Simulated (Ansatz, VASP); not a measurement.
BiTe: VASP beside Ansatz

File INCAR:

```
SYSTEM = BiTe
ALGO = Normal
EDIFF = 1E-7
ENCUT = 520
GGA = PE
ISIF = 2
ISMEAR = 0
LASPH = .TRUE.
LCHARG = .FALSE.
LREAL = .FALSE.
LWAVE = .FALSE.
NBANDS = 18
NELM = 80
PREC = Accurate
SIGMA = 0.15
```

KPOINTS

```
k-points
0
G
  12 12 12
  0 0 0
```

Contents of POSCAR:

```
BiTe
1.0
    2.3500265396      1.3567884553      3.4168107131
   -2.3500265396      1.3567884553      3.4168107131
    0.0000000000     -2.7135769105      3.4168107131
Bi Te
1 1
Direct
    0.5000000000      0.5000000000      0.5000000000
    0.0000000000      0.0000000000      0.0000000000
```

Input for Ansatz:

```yaml
crystal:
  lattice:
    - [2.3500265396, 1.3567884553, 3.4168107131]
    - [-2.3500265396, 1.3567884553, 3.4168107131]
    - [0.0, -2.7135769105, 3.4168107131]
  atoms:
    - { symbol: Bi, position: [0.5, 0.5, 0.5] }
    - { symbol: Te, position: [0.0, 0.0, 0.0] }
basis:
  ecutwfc: 420
kpoints:
  mp_grid: { grid: [12, 12, 12] }
hamiltonian:
  xc: pbe
scf:
  occupations: { method: gaussian, width: 0.15 }
output:
  forces: true
  stress: true
  eigenvalues: true
```

Change from the starting cell: strain -0.030 along x and y, +0.030 along z, atoms carried along.

Alike in both runs: task single point; functional PBE; k mesh 12 × 12 × 12; occupations gaussian, width 0.15 eV; no spin polarisation.

|  | VASP | Ansatz |
| --- | --- | --- |
| version | VASP 6.6.1 | Ansatz 0.2.0 |
| potentials or method | VASP PAW PBE potentials, release 64 (Bi_d, Te), cutoff 520 eV | scalar-relativistic, plane waves, PAW |
| valence electrons in the cell | 21 | 31 |

```csv
,VASP,Ansatz,Ansatz less VASP
gap on the k mesh at the Fermi level (eV),none,none,-
pressure (GPa),2.1,2.2,+0.05
"traceless stress, the component that is largest in VASP (GPa)",-0.49,-0.49,-0.001
```

A gap of «none» marks a metal or a gap that the smearing closes. VASP's potentials hold 21 valence electrons a cell and Ansatz's 31, so a difference there can come from the potentials and not from the codes.

Spin-orbit coupling is off throughout.
